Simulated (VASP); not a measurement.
# NaI (wurtzite type) (P6_3mc) in VASP: electric field gradients with PBE

Aim: the electric field gradients of NaI (wurtzite type) with PBE.

All numbers are computed with VASP 6.6.1; they aren't measurements. Logs are shortened: lines on timing, memory, paths and dates and some standing lists are left out, and cuts for length are marked.

### 1 The cell of the first run

The structure is hexagonal, space group P6_3mc (No. 186). The conventional cell has a = 5.145 Å, b = 5.145 Å, c = 8.006 Å, α = 90.00°, β = 90.00°, γ = 120.00°. Na (site symmetry 3m) has 4 I at 3.10 to 3.11 Å within 4.1 Å. I (site symmetry 3m) has 4 Na at 3.10 to 3.11 Å within 4.1 Å.

### 2 Electric field gradients, PBE

The input, INCAR:

```
SYSTEM = NaI
PREC = Accurate
ENCUT = 520
EDIFF = 1E-8
ISMEAR = -1
SIGMA = 0.08
LREAL = .False.
LASPH = .True.
NELM = 100
ALGO = Normal
ISIF = 2
LWAVE = .False.
LCHARG = .False.
GGA = PE
LEFG = .True.
NBANDS = 22
```

The input, KPOINTS:

```
Automatic mesh
0
Gamma
  10 10 6
  0 0 0
```

The input, POSCAR:

```
NaI
1.0
    5.1452656430      0.0000000000      0.0000000000
   -2.5726328215      4.4559307560      0.0000000000
    0.0000000000      0.0000000000      8.0059904541
Na I
2 2
Direct
    0.3333333333      0.6666666667     -0.0063332689
    0.6666666667      0.3333333333      0.4936667311
    0.3333333333      0.6666666667      0.3823332689
    0.6666666667      0.3333333333      0.8823332689
```

Potentials or basis: VASP PAW PBE potentials, release 64 (Na_pv, I).

Run with:

```bash
cat potpaw_PBE.64/Na_pv/POTCAR potpaw_PBE.64/I/POTCAR > POTCAR
mpirun -np 1 vasp_std > vasp.out
```

OUTCAR:

```text
SYSTEM = NaI
   PREC = Accurate
   ENCUT = 520
   EDIFF = 1E-8
   ISMEAR = -1
   LREAL = .False.
   LASPH = .True.
   NELM = 100
   ISIF = 2
   GGA = PE

 ion  position               nearest neighbor table
   1  0.333  0.667  0.994-   4 3.10   4 3.10   4 3.10   3 3.11
   2  0.667  0.333  0.494-   3 3.10   3 3.10   3 3.10   4 3.11
   3  0.333  0.667  0.382-   2 3.10   2 3.10   2 3.10   1 3.11
   4  0.667  0.333  0.882-   1 3.10   1 3.10   1 3.10   2 3.11

  LATTYP: Found a hexagonal cell.
 ALAT       =     5.1452656430
 C/A-ratio  =     1.5559916649

  Lattice vectors:

 A1 = (   5.1452656430,   0.0000000000,   0.0000000000)
 A2 = (  -2.5726328215,   4.4559307560,   0.0000000000)
 A3 = (   0.0000000000,   0.0000000000,   8.0059904541)

Analysis of symmetry for initial positions (statically):
=====================================================================
 Subroutine PRICEL returns:
 Original cell was already a primitive cell.

 Routine SETGRP: Setting up the symmetry group for a
 hexagonal supercell.

 Subroutine GETGRP returns: Found 12 space group operations
 (whereof  6 operations were pure point group operations)
 out of a pool of 24 trial point group operations.

The static configuration has the point symmetry C_3v.
 The point group associated with its full space group is C_6v.

Analysis of symmetry for dynamics (positions and initial velocities):
=====================================================================
 Subroutine PRICEL returns:
 Original cell was already a primitive cell.

 Routine SETGRP: Setting up the symmetry group for a
 hexagonal supercell.

 Subroutine GETGRP returns: Found 12 space group operations
 (whereof  6 operations were pure point group operations)
 out of a pool of 24 trial point group operations.

The dynamic configuration has the point symmetry C_3v.
 The point group associated with its full space group is C_6v.

 Subroutine INISYM returns: Found 12 space group operations
 (whereof  6 operations are pure point group operations),
 and found     1 'primitive' translations

----------------------------------------------------------------------------------------

                                     Primitive cell

  volume of cell :     183.5529

  direct lattice vectors                    reciprocal lattice vectors
     5.145265643  0.000000000  0.000000000     0.194353425  0.112210002  0.000000000
    -2.572632822  4.455930756  0.000000000     0.000000000  0.224420004  0.000000000
     0.000000000  0.000000000  8.005990454     0.000000000  0.000000000  0.124906469

  length of vectors
     5.145265643  5.145265643  8.005990454     0.224420004  0.224420004  0.124906469

  position of ions in fractional coordinates (direct lattice)
     0.333333333  0.666666667  0.993666731
     0.666666667  0.333333333  0.493666731
     0.333333333  0.666666667  0.382333269
     0.666666667  0.333333333  0.882333269

  ion indices of the primitive-cell ions
   primitive index   ion index
                 1           1
                 2           2
                 3           3
                 4           4

----------------------------------------------------------------------------------------

 KPOINTS: Automatic mesh

Automatic generation of k-mesh.
 Grid dimensions read from file:
 generate k-points for:   10   10    6

 Generating k-lattice:

  Cartesian coordinates                     Fractional coordinates (reciprocal lattice)
     0.019435342  0.011221000  0.000000000     0.100000000  0.000000000  0.000000000
     0.000000000  0.022442000  0.000000000     0.000000000  0.100000000  0.000000000
     0.000000000  0.000000000  0.020817745     0.000000000  0.000000000  0.166666667

  Length of vectors
     0.022442000  0.022442000  0.020817745

  Shift w.r.t. Gamma in fractional coordinates (k-lattice)
     0.000000000  0.000000000  0.000000000

 Subroutine IBZKPT returns following result:
 ===========================================

 Found     56 irreducible k-points:

 Following reciprocal coordinates:
            Coordinates               Weight
  0.000000  0.000000  0.000000      1.000000
  0.100000 -0.000000  0.000000      6.000000
  0.200000 -0.000000  0.000000      6.000000
  0.300000 -0.000000  0.000000      6.000000
  0.400000 -0.000000  0.000000      6.000000
  0.500000 -0.000000  0.000000      3.000000
[... 16 lines left out ...]
  0.300000  0.100000  0.166667     24.000000
  0.400000  0.100000  0.166667     24.000000
 [... further k-points ...]
   k-points           NKPTS =     56   k-points in BZ     NKDIM =     56   number of bands    NBANDS=     22
   number of dos      NEDOS =    301   number of ions     NIONS =      4
   total plane-waves  NPLWV =  96000
   dimension x,y,z NGX =    40 NGY =   40 NGZ =   60
   dimension x,y,z NGXF=    80 NGYF=   80 NGZF=  120
   ions per type =               2   2
   NGX,Y,Z   is equivalent  to a cutoff of  12.92, 12.92, 12.46 a.u.
   NGXF,Y,Z  is equivalent  to a cutoff of  25.85, 25.85, 24.92 a.u.
 SYSTEM =  NaI
   PREC   = accura    normal or accurate (medium, high low for compatibility)
   ISTART =      0    job   : 0-new  1-cont  2-samecut
   ICHARG =      2    charge: 1-file 2-atom 10-const
   ISPIN  =      1    spin polarized calculation?
   LNONCOLLINEAR =      F non collinear calculations
   LSORBIT =      F    spin-orbit coupling
   LASPH  =      T    aspherical Exc in radial PAW
   ENCUT  =  520.0 eV  38.22 Ry    6.18 a.u.   9.57  9.57 14.89*2*pi/ulx,y,z
   NELM   =    100;   NELMIN=  2; NELMDL= -5     # of ELM steps
   EDIFF  = 0.1E-07   stopping-criterion for ELM
   LREAL  =      F    real-space projection
   EDIFFG = 0.1E-06   stopping-criterion for IOM
   NSW    =      0    number of steps for IOM
   IBRION =     -1    ionic relax: 0-MD 1-quasi-New 2-CG
   NFREE  =      0    steps in history (QN), initial steepest desc. (CG)
   ISIF   =      2    stress and relaxation
   ISYM   =      2    0-nonsym 1-usesym 2-fastsym
   POTIM  = 0.5000    time-step for ionic-motion
   TEBEG  =    0.0;   TEEND  =   0.0 temperature during run
   PSTRESS=    0.0 pullay stress
   NELECT =      28.0000    total number of electrons
   NUPDOWN=      -1.0000    fix difference up-down
   EMIN   =  10.00;   EMAX   =-10.00  energy-range for DOS
   EFERMI =   0.00;   METHOD = LEGACY
   ISMEAR =    -1;   SIGMA  =   0.08  broadening in eV -4-tet -1-fermi 0-gaus
   EFERMI_NEDOS =   21; number of points for ismear=-14 and -15
   IALGO  =     38    algorithm
   IMIX   =      4    mixing-type and parameters
     AMIX     =   0.40;   BMIX     =  1.00
     AMIX_MAG =   1.60;   BMIX_MAG =  1.00
  volume/ion in A,a.u.               =      45.89       309.67
  Fermi-wavevector in a.u.,A,eV,Ry     =   0.874729  1.652999 10.410519  0.765152
  Thomas-Fermi vector in A             =   1.994301
   LORBIT       =      0    0 simple, 1 ext, 2 COOP (PROOUT), +10 PAW based schemes
   GGA     = PE    functional components
[... 5 lines left out ...]
 non-spin polarized calculation
  energy-cutoff  :      520.00
  volume of cell :      183.55
 maximum number of plane-waves:      4997
 NGX is ok and might be reduce to    40
   NGX = 19   NGY = 19   NGZ = 29

 number of electron      28.0000007 magnetization

 Free energy of the ion-electron system (eV)
  ---------------------------------------------------
  ext. energy  EPLUGINS =         0.00000000
  ---------------------------------------------------
  free energy    TOTEN  =       -10.60468238 eV

  energy without entropy =      -10.60468238  energy(sigma->0) =      -10.60468238

 E-fermi :   0.6642     XC(G=0):  -6.3508

 val. band max:       -1.1728985359   @ k =   0.0000   0.0000   0.0000
 cond. band min:       2.5310257283   @ k =   0.0000   0.0000   0.0000
 fundamental gap:      3.7039242643
 Fermi energy:         0.6641910209

 k-point     1 :       0.0000    0.0000    0.0000
  band No.  band energies     occupation
      1     -23.4104      2.00000
      2     -23.4082      2.00000
      3     -23.4062      2.00000
      4     -23.4062      2.00000
      5     -23.4058      2.00000
      6     -23.4058      2.00000
[... 14 lines left out ...]
     21       6.9252      0.00000
     22       6.9252      0.00000
[... 552 lines left out ...]
  band No.  band energies     occupation
      1     -23.4096      2.00000
      2     -23.4090      2.00000
      3     -23.4074      2.00000
      4     -23.4072      2.00000
      5     -23.4065      2.00000
      6     -23.4061      2.00000
[... 14 lines left out ...]
     21       6.9589      0.00000
     22       8.1570      0.00000

 [... further k-points ...]
[... 5 lines left out ...]
  --------------------------------------------------------------------------------------
  -------------------------------------------------------------------------------------
  Total       -0.0015938     -0.0015938     -0.0143215      0.0000000     -0.0000000      0.0000000
  in kB       -0.0139119     -0.0139119     -0.1250079      0.0000000     -0.0000000      0.0000000
  external PRESSURE =      -0.0509439 kB  Pullay stress =       0.0000000 kB

 VOLUME and BASIS-vectors are now :
 -----------------------------------------------------------------------------
  energy-cutoff  :      520.00
  volume of cell :      183.55
      direct lattice vectors                 reciprocal lattice vectors
     5.145265643  0.000000000  0.000000000     0.194353425  0.112210002  0.000000000
    -2.572632822  4.455930756  0.000000000     0.000000000  0.224420004  0.000000000
     0.000000000  0.000000000  8.005990454     0.000000000  0.000000000  0.124906469

 POSITION                                       TOTAL-FORCE (eV/Angst)
 -----------------------------------------------------------------------------------
     -0.00000      2.97062      7.95529         0.000000     -0.000000     -0.000091
      2.57263      1.48531      3.95229        -0.000000      0.000000     -0.000091
     -0.00000      2.97062      3.06096        -0.000000      0.000000      0.000091
      2.57263      1.48531      7.06395         0.000000     -0.000000      0.000091
 -----------------------------------------------------------------------------------
    total drift:                               -0.000000     -0.000000      0.000975

  FREE ENERGIE OF THE ION-ELECTRON SYSTEM (eV)
  ---------------------------------------------------
  free  energy   TOTEN  =       -10.6046823800 eV

  energy  without entropy=      -10.6046823799  energy(sigma->0) =      -10.60468238

 Electric field gradients (V/A^2)
---------------------------------------------------------------------
 ion       V_xx      V_yy      V_zz      V_xy      V_xz      V_yz
---------------------------------------------------------------------
   1      -0.507    -0.506     1.013     0.001    -0.000     0.000
   2      -0.507    -0.506     1.013     0.001     0.000    -0.000
   3       5.277     5.277   -10.554    -0.000    -0.000     0.000
   4       5.277     5.277   -10.554    -0.000     0.000    -0.000
---------------------------------------------------------------------

 Electric field gradients after diagonalization (V/A^2)
 (convention: |V_zz| > |V_xx| > |V_yy|)
----------------------------------------------------------------------
 ion       V_xx      V_yy      V_zz     asymmetry (V_yy - V_xx)/ V_zz
----------------------------------------------------------------------
   1      -0.508    -0.505     1.013       0.002
   2      -0.508    -0.505     1.013       0.002
   3       5.277     5.277   -10.554       0.000
   4       5.277     5.277   -10.554       0.000
----------------------------------------------------------------------

           NMR quadrupolar parameters

 Cq : quadrupolar parameter    Cq=e*Q*V_zz/h
 eta: asymmetry parameters     (V_yy - V_xx)/ V_zz
 Q  : nuclear electric quadrupole moment in mb (millibarn)
----------------------------------------------------------------------
 ion       Cq(MHz)       eta       Q (mb)
----------------------------------------------------------------------
   1       0.002       0.002       1.000
   2       0.002       0.002       1.000
   3      -0.026       0.000       1.000
   4      -0.026       0.000       1.000
----------------------------------------------------------------------
```

It took 2.4 min on 1 thread of Intel Xeon Platinum 8559C (Emerald Rapids), shared host; peak memory 0.41 GiB.

Results:

- Free energy: -10.6047 eV
- Pressure: 0.0 GPa
- Band gap on the k mesh: 3.70 eV, direct

Levels at points of the mesh, in eV from the valence-band top:
| k point | band 12 | band 13 | band 14 | band 15 | band 16 | band 17 |
| --- | --- | --- | --- | --- | --- | --- |
| (0.00, 0.00, 0.00) | -0.12 | -0.12 | 0.00 | 3.70 | 5.14 | 7.51 |
| (0.50, 0.00, 0.00) | -0.52 | -0.33 | -0.22 | 5.51 | 5.62 | 6.06 |
| (0.00, 0.00, 0.50) | -0.21 | -0.21 | -0.21 | 4.77 | 4.77 | 7.28 |
| (0.50, 0.00, 0.50) | -0.38 | -0.30 | -0.30 | 5.38 | 5.38 | 6.64 |

Electric field gradients, principal values (V/Å²):
| atom | least | middle | greatest (by size) |
| --- | --- | --- | --- |
| 1 Na | -0.505 | -0.508 | 1.013 |
| 2 Na | -0.505 | -0.508 | 1.013 |
| 3 I | 5.277 | 5.277 | -10.554 |
| 4 I | 5.277 | 5.277 | -10.554 |

Caveat: without QUAD_EFG the Cq values of the log hold for a quadrupole moment of 1 mb, not for the nuclei; spin-orbit coupling is left out, which moves the levels of the heavy elements.
